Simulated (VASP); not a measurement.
Input of a VASP 6.6.1 run:

POSCAR

```
Rh
1.0
    4.2876396613      0.0000000000      0.0000000000
   -2.1438198307      3.7132048690      0.0000000000
    0.0000000000      0.0000000000      2.6601415685
Rh
3
Direct
    0.0000000000      0.0000000000      0.0000000000
    0.3333333333      0.6666666667      0.5000000000
    0.6666666667      0.3333333333      0.5000000000
```

INCAR.step1

```
ALGO = Normal ; EDIFF = 1E-5
ENCUT = 680 ; GGA = PE
GGA_COMPAT = False ; ISMEAR = 0
LASPH = True ; LCHARG = False
LREAL = False ; LWAVE = True
NBANDS = 32 ; NELM = 120
PREC = Accurate ; SIGMA = 0.1
```

Contents of INCAR.step2:

```
ALGO = Normal ; EDIFF = 1E-6
ENCUT = 680 ; GGA_COMPAT = False
ISIF = 2 ; ISMEAR = 0
ISTART = 1 ; LASPH = True
LCHARG = True ; LELF = True
LMIXTAU = True ; LREAL = False
LVHAR = True ; LWAVE = False
METAGGA = R2SCAN ; NBANDS = 32
NELM = 120 ; PREC = Accurate
SIGMA = 0.1
```

KPOINTS

```
k-points
0
Gamma
  6 6 6
```

Potentials or basis: VASP PAW PBE potentials, release 64 (Rh_sv_GW).

Command:

```bash
$ cat potpaw_PBE.64/Rh_sv_GW/POTCAR > POTCAR
$ cp INCAR.step1 INCAR
$ mpirun -np 1 vasp_std > vasp.out
$ cp INCAR.step2 INCAR
$ mpirun -np 1 vasp_std > vasp.out
```

Question: What does it give for the pressure?

Answer: 0.0 GPa.

Question: Estimate the band gap on the k mesh.

Answer: Zero (an odd number of electrons rules out a gap without spin polarisation).

Stress tensor (GPa, compression positive):
```
-0.08  0.00  0.00
 0.00 -0.08  0.00
 0.00  0.00  0.09
```

Caveat: the k points lie up to 0.39 Å⁻¹ apart, too coarse for converged energies and pressures of a metal; the PAW data sets were made with another functional, which shifts forces and pressure a little.
